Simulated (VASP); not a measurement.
# Au (Fm-3m) in VASP: a series of runs

Runs on Au. Level: r2SCAN. Tasks: single point.

Everything below comes from runs of VASP 6.6.1. Logs are shortened: lines on timing, memory, paths and dates and some standing lists are left out, and cuts for length are marked.

## Step 1: The cell of the first run

Symmetry: Fm-3m, No. 225, cubic system. Conventional cell: a = 4.165 Å, b = 4.165 Å, c = 4.165 Å, α = 90.00°, β = 90.00°, γ = 90.00°. Within 3.9 Å of Au (site symmetry m-3m) lie 12 Au at 2.95 Å.

## Step 2: Single point, r2SCAN (volume scaled by 1.03)

Contents of POSCAR:

```
Au
1.0
    0.0000000000      2.0824307831      2.0824307831
    2.0824307831      0.0000000000      2.0824307831
    2.0824307831      2.0824307831      0.0000000000
Au
1
Direct
    0.0000000000      0.0000000000      0.0000000000
```

Contents of INCAR.step1:

```
SYSTEM = Au
PREC     = Accurate       ! precision mode
ENCUT    = 520            ! plane-wave cutoff, eV
ISMEAR   = 0              ! smearing method
SIGMA    = 0.1            ! smearing width, eV
LREAL    = .False.        ! projectors in reciprocal space
LASPH    = .True.         ! aspherical terms in the spheres
NELM     = 80             ! most SCF steps
NBANDS   = 12             ! bands
GGA      = PE             ! functional
ALGO     = Normal         ! electronic algorithm
EDIFF    = 1E-4           ! SCF threshold, eV
LWAVE    = .True.         ! write WAVECAR
LCHARG   = .False.        ! write CHGCAR
```

Contents of INCAR.step2:

```
SYSTEM = Au
PREC     = Accurate       ! precision mode
ENCUT    = 520            ! plane-wave cutoff, eV
EDIFF    = 1E-7           ! SCF threshold, eV
ISMEAR   = 0              ! smearing method
SIGMA    = 0.1            ! smearing width, eV
LREAL    = .False.        ! projectors in reciprocal space
LASPH    = .True.         ! aspherical terms in the spheres
NELM     = 80             ! most SCF steps
ALGO     = Normal         ! electronic algorithm
ISIF     = 2              ! what is computed and relaxed
LWAVE    = .False.        ! write WAVECAR
LCHARG   = .False.        ! write CHGCAR
METAGGA  = R2SCAN         ! meta-GGA
LMIXTAU  = .True.       
NBANDS   = 12             ! bands
ISTART   = 1
```

Contents of KPOINTS:

```
Automatic mesh
0
Gamma
  18 18 18
  0 0 0
```

Potentials or basis: VASP PAW PBE potentials, release 64 (Au).

Run with:

```sh
$ cat potpaw_PBE.64/Au/POTCAR > POTCAR
$ cp INCAR.step1 INCAR
$ mpirun -np 1 vasp_std > vasp.out
$ cp INCAR.step2 INCAR
$ mpirun -np 1 vasp_std > vasp.out
```

OUTCAR:

```text
SYSTEM = Au
   PREC = Accurate
   ENCUT = 520
   EDIFF = 1E-7
   ISMEAR = 0
   LREAL = .False.
   LASPH = .True.
   NELM = 80
   ISIF = 2
   METAGGA = R2SCAN
   ISTART = 1

 ion  position               nearest neighbor table
   1  0.000  0.000  0.000-

  LATTYP: Found a face centered cubic cell.
 ALAT       =     4.1648615662

  Lattice vectors:

 A1 = (   0.0000000000,   2.0824307831,   2.0824307831)
 A2 = (   2.0824307831,   0.0000000000,   2.0824307831)
 A3 = (   2.0824307831,   2.0824307831,   0.0000000000)

Analysis of symmetry for initial positions (statically):
=====================================================================
 Subroutine PRICEL returns:
 Original cell was already a primitive cell.

 Routine SETGRP: Setting up the symmetry group for a
 face centered cubic supercell.

 Subroutine GETGRP returns: Found 48 space group operations
 (whereof 48 operations were pure point group operations)
 out of a pool of 48 trial point group operations.

The static configuration has the point symmetry O_h .

Analysis of symmetry for dynamics (positions and initial velocities):
=====================================================================
 Subroutine PRICEL returns:
 Original cell was already a primitive cell.

 Routine SETGRP: Setting up the symmetry group for a
 face centered cubic supercell.

 Subroutine GETGRP returns: Found 48 space group operations
 (whereof 48 operations were pure point group operations)
 out of a pool of 48 trial point group operations.

The dynamic configuration has the point symmetry O_h .

 Subroutine INISYM returns: Found 48 space group operations
 (whereof 48 operations are pure point group operations),
 and found     1 'primitive' translations

----------------------------------------------------------------------------------------

                                     Primitive cell

  volume of cell :      18.0610

  direct lattice vectors                    reciprocal lattice vectors
     0.000000000  2.082430783  2.082430783    -0.240104019  0.240104019  0.240104019
     2.082430783  0.000000000  2.082430783     0.240104019 -0.240104019  0.240104019
     2.082430783  2.082430783  0.000000000     0.240104019  0.240104019 -0.240104019

  length of vectors
     2.945001856  2.945001856  2.945001856     0.415872360  0.415872360  0.415872360

  position of ions in fractional coordinates (direct lattice)
     0.000000000  0.000000000  0.000000000

  ion indices of the primitive-cell ions
   primitive index   ion index
                 1           1

----------------------------------------------------------------------------------------

 KPOINTS: Automatic mesh

Automatic generation of k-mesh.
 Grid dimensions read from file:
 generate k-points for:   18   18   18

 Generating k-lattice:

  Cartesian coordinates                     Fractional coordinates (reciprocal lattice)
    -0.013339112  0.013339112  0.013339112     0.055555556  0.000000000  0.000000000
     0.013339112 -0.013339112  0.013339112     0.000000000  0.055555556  0.000000000
     0.013339112  0.013339112 -0.013339112     0.000000000  0.000000000  0.055555556

  Length of vectors
     0.023104020  0.023104020  0.023104020

  Shift w.r.t. Gamma in fractional coordinates (k-lattice)
     0.000000000  0.000000000  0.000000000

 Subroutine IBZKPT returns following result:
 ===========================================

 Found    195 irreducible k-points:

 Following reciprocal coordinates:
            Coordinates               Weight
  0.000000  0.000000  0.000000      1.000000
  0.055556  0.000000  0.000000      8.000000
  0.111111  0.000000  0.000000      8.000000
  0.166667  0.000000  0.000000      8.000000
  0.222222  0.000000  0.000000      8.000000
  0.277778  0.000000  0.000000      8.000000
[... 16 lines left out ...]
 -0.277778  0.055556  0.000000     24.000000
 -0.222222  0.055556  0.000000     24.000000
 [... further k-points ...]
   k-points           NKPTS =    195   k-points in BZ     NKDIM =    195   number of bands    NBANDS=     12
   number of dos      NEDOS =    301   number of ions     NIONS =      1
   total plane-waves  NPLWV =  13824
   dimension x,y,z NGX =    24 NGY =   24 NGZ =   24
   dimension x,y,z NGXF=    48 NGYF=   48 NGZF=   48
   ions per type =               1
   NGX,Y,Z   is equivalent  to a cutoff of  13.55, 13.55, 13.55 a.u.
   NGXF,Y,Z  is equivalent  to a cutoff of  27.10, 27.10, 27.10 a.u.
 SYSTEM =  Au
   PREC   = accura    normal or accurate (medium, high low for compatibility)
   ISTART =      1    job   : 0-new  1-cont  2-samecut
   ICHARG =      0    charge: 1-file 2-atom 10-const
   ISPIN  =      1    spin polarized calculation?
   LNONCOLLINEAR =      F non collinear calculations
   LSORBIT =      F    spin-orbit coupling
   LASPH  =      T    aspherical Exc in radial PAW
   ENCUT  =  520.0 eV  38.22 Ry    6.18 a.u.   5.48  5.48  5.48*2*pi/ulx,y,z
   NELM   =     80;   NELMIN=  2; NELMDL=  0     # of ELM steps
   EDIFF  = 0.1E-06   stopping-criterion for ELM
   LREAL  =      F    real-space projection
   EDIFFG = 0.1E-05   stopping-criterion for IOM
   NSW    =      0    number of steps for IOM
   IBRION =     -1    ionic relax: 0-MD 1-quasi-New 2-CG
   NFREE  =      0    steps in history (QN), initial steepest desc. (CG)
   ISIF   =      2    stress and relaxation
   ISYM   =      2    0-nonsym 1-usesym 2-fastsym
   POTIM  = 0.5000    time-step for ionic-motion
   TEBEG  =    0.0;   TEEND  =   0.0 temperature during run
   PSTRESS=    0.0 pullay stress
   NELECT =      11.0000    total number of electrons
   NUPDOWN=      -1.0000    fix difference up-down
   EMIN   =  10.00;   EMAX   =-10.00  energy-range for DOS
   EFERMI =   0.00;   METHOD = LEGACY
   ISMEAR =     0;   SIGMA  =   0.10  broadening in eV -4-tet -1-fermi 0-gaus
   EFERMI_NEDOS =   21; number of points for ismear=-14 and -15
   IALGO  =     38    algorithm
   IMIX   =      4    mixing-type and parameters
     AMIX     =   0.40;   BMIX     =  1.00
     AMIX_MAG =   1.60;   BMIX_MAG =  1.00
  volume/ion in A,a.u.               =      18.06       121.88
  Fermi-wavevector in a.u.,A,eV,Ry     =   1.387688  2.622350 26.200438  1.925678
  Thomas-Fermi vector in A             =   2.511885
   LORBIT       =      0    0 simple, 1 ext, 2 COOP (PROOUT), +10 PAW based schemes
   METAGGA = R2SCAN    functional components
   LHFCALC =     F    Hartree Fock is set to
   AEXX    =    0.0000 exact exchange contribution
   IVDW    =     0    specifies the selected vdW correction
   LEPSILON=     F    determine dielectric tensor
   LRPA    =     F    only Hartree local field effects (RPA)
 non-spin polarized calculation
 Gauss-broadening in eV      SIGMA  =   0.10
  energy-cutoff  :      520.00
  volume of cell :       18.06
 maximum number of plane-waves:       531
 NGX is ok and might be reduce to    24
   NGX = 11   NGY = 11   NGZ = 11

 number of electron      11.0000001 magnetization

 Free energy of the ion-electron system (eV)
  ---------------------------------------------------
  ext. energy  EPLUGINS =         0.00000000
  ---------------------------------------------------
  free energy    TOTEN  =       -50.59092269 eV

  energy without entropy =      -50.58977987  energy(sigma->0) =      -50.59035128

 E-fermi :   8.3392     XC(G=0): -13.2199

 val. band max:        8.3080087402   @ k =   0.5000   0.2778   0.1111
 cond. band min:       8.3922839873   @ k =   0.5000   0.1667   0.0556
 fundamental gap:      0.0842752471
 Fermi energy:         8.3392108895

 k-point     1 :       0.0000    0.0000    0.0000
  band No.  band energies     occupation
      1      -1.0772      2.00000
      2       3.7502      2.00000
      3       3.7502      2.00000
      4       3.7502      2.00000
      5       5.1311      2.00000
      6       5.1311      2.00000
      7      23.7707      0.00000
      8      27.5024      0.00000
      9      27.5024      0.00000
     10      27.5024      0.00000
     11      32.5780      0.00000
     12      36.4390      0.00000

 k-point     2 :       0.0556    0.0000    0.0000
  band No.  band energies     occupation
      1      -0.9709      2.00000
      2       3.7188      2.00000
      3       3.7855      2.00000
      4       3.7855      2.00000
      5       5.1161      2.00000
      6       5.1161      2.00000
      7      23.8810      0.00000
      8      26.7682      0.00000
      9      27.6122      0.00000
     10      27.6122      0.00000
     11      33.1158      0.00000
     12      35.2417      0.00000

 k-point     3 :       0.1111    0.0000    0.0000
  band No.  band energies     occupation
      1      -0.6608      2.00000
      2       3.6402      2.00000
      3       3.8774      2.00000
      4       3.8774      2.00000
      5       5.0864      2.00000
      6       5.0864      2.00000
      7      24.0649      0.00000
      8      25.2827      0.00000
      9      27.9151      0.00000
     10      27.9151      0.00000
     11      32.5168      0.00000
     12      34.6060      0.00000
[... 286 lines left out ...]
 k-point    23 :      -0.2778    0.0556    0.0000
  band No.  band energies     occupation
      1       1.1340      2.00000
      2       3.8496      2.00000
      3       3.9972      2.00000
      4       4.0495      2.00000
      5       5.3289      2.00000
      6       5.8320      2.00000
      7      17.8539      0.00000
      8      24.3268      0.00000
      9      26.5137      0.00000
     10      29.0520      0.00000
     11      30.5516      0.00000
     12      31.9082      0.00000

 k-point    24 :      -0.2222    0.0556    0.0000
  band No.  band energies     occupation
      1       0.6770      2.00000
      2       3.5517      2.00000
      3       4.0408      2.00000
      4       4.0679      2.00000
      5       5.0624      2.00000
      6       5.5109      2.00000
      7      20.1278      0.00000
      8      24.6737      0.00000
      9      27.1428      0.00000
     10      29.7950      0.00000
     11      29.9626      0.00000
     12      31.6683      0.00000

 [... further k-points ...]
[... 5 lines left out ...]
  --------------------------------------------------------------------------------------
  -------------------------------------------------------------------------------------
  Total       -0.4499418     -0.4499418     -0.4499418      0.0000000      0.0000000      0.0000000
  in kB      -39.9139949    -39.9139949    -39.9139949      0.0000000      0.0000000      0.0000000
  external PRESSURE =     -39.9139949 kB  Pullay stress =       0.0000000 kB

 VOLUME and BASIS-vectors are now :
 -----------------------------------------------------------------------------
  energy-cutoff  :      520.00
  volume of cell :       18.06
      direct lattice vectors                 reciprocal lattice vectors
     0.000000000  2.082430783  2.082430783    -0.240104019  0.240104019  0.240104019
     2.082430783  0.000000000  2.082430783     0.240104019 -0.240104019  0.240104019
     2.082430783  2.082430783  0.000000000     0.240104019  0.240104019 -0.240104019

 POSITION                                       TOTAL-FORCE (eV/Angst)
 -----------------------------------------------------------------------------------
      0.00000      0.00000      0.00000         0.000000      0.000000     -0.000000
 -----------------------------------------------------------------------------------
    total drift:                               -0.000000      0.000000      0.000000

  FREE ENERGIE OF THE ION-ELECTRON SYSTEM (eV)
  ---------------------------------------------------
  free  energy   TOTEN  =       -50.5909226860 eV

  energy  without entropy=      -50.5897798716  energy(sigma->0) =      -50.59035128
```

It took 1.7 min on 1 thread of Intel Xeon Platinum 8259CL at 2.50GHz (Skylake/Cascade Lake), shared host; peak memory 0.17 GiB.

Results:

```
Free energy : -50.5909 eV
Pressure    : -4.0 GPa
```

Caveat: the PAW data sets were made with another functional, which shifts forces and pressure a little; spin-orbit coupling is left out, which moves the levels of the heavy elements.

## Step 3: Single point, r2SCAN (volume scaled by 1.06)

Contents of POSCAR:

```
Au
1.0
    0.0000000000      2.1024553844      2.1024553844
    2.1024553844      0.0000000000      2.1024553844
    2.1024553844      2.1024553844      0.0000000000
Au
1
Direct
    0.0000000000      0.0000000000      0.0000000000
```

Contents of INCAR.step1:

```
ALGO = Normal
EDIFF = 1E-4
ENCUT = 520
GGA = PE
ISMEAR = 0
LASPH = True
LCHARG = False
LREAL = False
LWAVE = True
NBANDS = 12
NELM = 80
PREC = Accurate
SIGMA = 0.1
```

Contents of INCAR.step2:

```
ALGO = Normal
EDIFF = 1E-7
ENCUT = 520
ISIF = 2
ISMEAR = 0
ISTART = 1
LASPH = True
LCHARG = True
LELF = True
LMIXTAU = True
LREAL = False
LVHAR = True
LWAVE = False
METAGGA = R2SCAN
NBANDS = 12
NELM = 80
PREC = Accurate
SIGMA = 0.1
```

Contents of KPOINTS:

```
k-points
0
Gamma
  18 18 18
```

Potentials or basis: VASP PAW PBE potentials, release 64 (Au).

Run with:

```sh
$ cat potpaw_PBE.64/Au/POTCAR > POTCAR
$ cp INCAR.step1 INCAR
$ mpirun -np 1 vasp_std > vasp.out
$ cp INCAR.step2 INCAR
$ mpirun -np 1 vasp_std > vasp.out
```

OUTCAR:

```text
EDIFF = 1E-7
   ENCUT = 520
   ISIF = 2
   ISMEAR = 0
   ISTART = 1
   LASPH = True
   LREAL = False
   METAGGA = R2SCAN
   NELM = 80
   PREC = Accurate

 ion  position               nearest neighbor table
   1  0.000  0.000  0.000-

  LATTYP: Found a face centered cubic cell.
 ALAT       =     4.2049107688

  Lattice vectors:

 A1 = (   0.0000000000,   2.1024553844,   2.1024553844)
 A2 = (   2.1024553844,   0.0000000000,   2.1024553844)
 A3 = (   2.1024553844,   2.1024553844,   0.0000000000)

Analysis of symmetry for initial positions (statically):
[... 532 lines left out ...]
      7      19.4828      0.00000
      8      24.1447      0.00000
      9      26.4133      0.00000
     10      29.1339      0.00000
     11      29.1445      0.00000
     12      30.9449      0.00000

 [... further k-points ...]
[... 5 lines left out ...]
  --------------------------------------------------------------------------------------
  -------------------------------------------------------------------------------------
  Total       -0.8598395     -0.8598395     -0.8598395     -0.0000000      0.0000000      0.0000000
  in kB      -74.1169639    -74.1169639    -74.1169639     -0.0000000      0.0000000      0.0000000
  external PRESSURE =     -74.1169639 kB  Pullay stress =       0.0000000 kB

 VOLUME and BASIS-vectors are now :
 -----------------------------------------------------------------------------
  energy-cutoff  :      520.00
  volume of cell :       18.59
      direct lattice vectors                 reciprocal lattice vectors
     0.000000000  2.102455384  2.102455384    -0.237817175  0.237817175  0.237817175
     2.102455384  0.000000000  2.102455384     0.237817175 -0.237817175  0.237817175
     2.102455384  2.102455384  0.000000000     0.237817175  0.237817175 -0.237817175

 POSITION                                       TOTAL-FORCE (eV/Angst)
 -----------------------------------------------------------------------------------
      0.00000      0.00000      0.00000         0.000000      0.000000     -0.000000
 -----------------------------------------------------------------------------------
    total drift:                                0.000000      0.000000     -0.000000

  FREE ENERGIE OF THE ION-ELECTRON SYSTEM (eV)
  ---------------------------------------------------
  free  energy   TOTEN  =       -50.5722323068 eV

  energy  without entropy=      -50.5709150348  energy(sigma->0) =      -50.57157367
```

OSZICAR.step1:

```text
N       E                     dE             d eps       ncg     rms          rms(c)
DAV:   1     0.489110183219E+02    0.48911E+02   -0.55378E+03  4848   0.809E+02
DAV:   2    -0.276987631646E+01   -0.51681E+02   -0.48363E+02  5424   0.182E+02
DAV:   3    -0.346877599517E+01   -0.69890E+00   -0.69788E+00  5636   0.206E+01
DAV:   4    -0.347123111117E+01   -0.24551E-02   -0.24550E-02  5628   0.142E+00
DAV:   5    -0.347125082121E+01   -0.19710E-04   -0.19711E-04  5720   0.122E-01    0.717E+00
DAV:   6    -0.322837548969E+01    0.24288E+00   -0.71800E-01  5076   0.669E+00    0.477E+00
DAV:   7    -0.321493560045E+01    0.13440E-01   -0.47131E-02  5568   0.174E+00    0.252E+00
DAV:   8    -0.321333246536E+01    0.16031E-02   -0.91960E-04  5168   0.251E-01    0.223E-01
DAV:   9    -0.321332050886E+01    0.11956E-04   -0.68584E-06  3376   0.221E-02
   1 F= -.32133205E+01 E0= -.32126995E+01  d E =-.124199E-02
```

Wall time 1.8 min (1 thread of Intel Xeon Platinum 8259CL at 2.50GHz (Skylake/Cascade Lake), shared host); peak memory 0.18 GiB.

What came out:

```
Free energy : -50.5722 eV
Pressure    : -7.4 GPa
```

Caveat: the PAW data sets were made with another functional, which shifts forces and pressure a little; spin-orbit coupling is left out, which moves the levels of the heavy elements.
